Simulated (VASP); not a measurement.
Set up this calculation in VASP 6.6.1, as the native input.

```yaml
Task: single point
Functional: r2SCAN
Potentials_or_basis: VASP PAW PBE potentials, release 64 (F)
Cutoff: 520 eV
k_mesh: 12 × 12 × 12
Occupations: fermi-dirac, width 0.1 eV
Spin: no spin polarisation
Dipole_correction: no
Further_INCAR_settings: ALGO = Normal; EDIFF = 1e-06; NBANDS = 14
```

The system is F.

```
CELL_PARAMETERS angstrom
0.00000 2.44671 2.44671
2.44671 0.00000 2.44671
2.44671 2.44671 0.00000
ATOMIC_POSITIONS crystal
F 0.00000 0.00000 0.00000
F 0.25000 0.25000 0.25000
```

These files were run (other wordings do the same):

POSCAR

```
F
1.0
    0.0000000000      2.4467133730      2.4467133730
    2.4467133730      0.0000000000      2.4467133730
    2.4467133730      2.4467133730      0.0000000000
F
2
Direct
    0.0000000000      0.0000000000      0.0000000000
    0.2500000000      0.2500000000      0.2500000000
```

INCAR.step1

```
  PREC = Accurate
  ENCUT = 520
  ISMEAR = -1
  SIGMA = 0.1
  LREAL = F
  LASPH = T
  NELM = 80
  NBANDS = 14
  GGA = PE
  ALGO = Normal
  EDIFF = 1E-4
  LWAVE = T
  LCHARG = F
```

INCAR.step2

```
  PREC = Accurate
  ENCUT = 520
  EDIFF = 1E-6
  ISMEAR = -1
  SIGMA = 0.1
  LREAL = F
  LASPH = T
  NELM = 80
  ALGO = Normal
  ISIF = 2
  LWAVE = F
  LCHARG = T
  METAGGA = R2SCAN
  LMIXTAU = T
  LELF = T
  LVHAR = T
  NBANDS = 14
  ISTART = 1
```

KPOINTS

```
Automatic mesh
0
Gamma
  12 12 12
```

Potentials or basis: VASP PAW PBE potentials, release 64 (F).

Launch:

```console
$ cat potpaw_PBE.64/F/POTCAR > POTCAR
$ cp INCAR.step1 INCAR
$ mpirun -np 1 vasp_std > vasp.out
$ cp INCAR.step2 INCAR
$ mpirun -np 1 vasp_std > vasp.out
```

Results of the run:

The pressure is -3.0 GPa and the band gap on the k mesh is zero (bands 7 and 8 overlap by 0.96 eV).

Caveat: the PAW data sets were made with another functional, which shifts forces and pressure a little.

It took 51 s on 1 thread of Intel(R) Xeon(R) 6975P-C (Granite Rapids), on a shared host, peak memory 0.16 GiB.
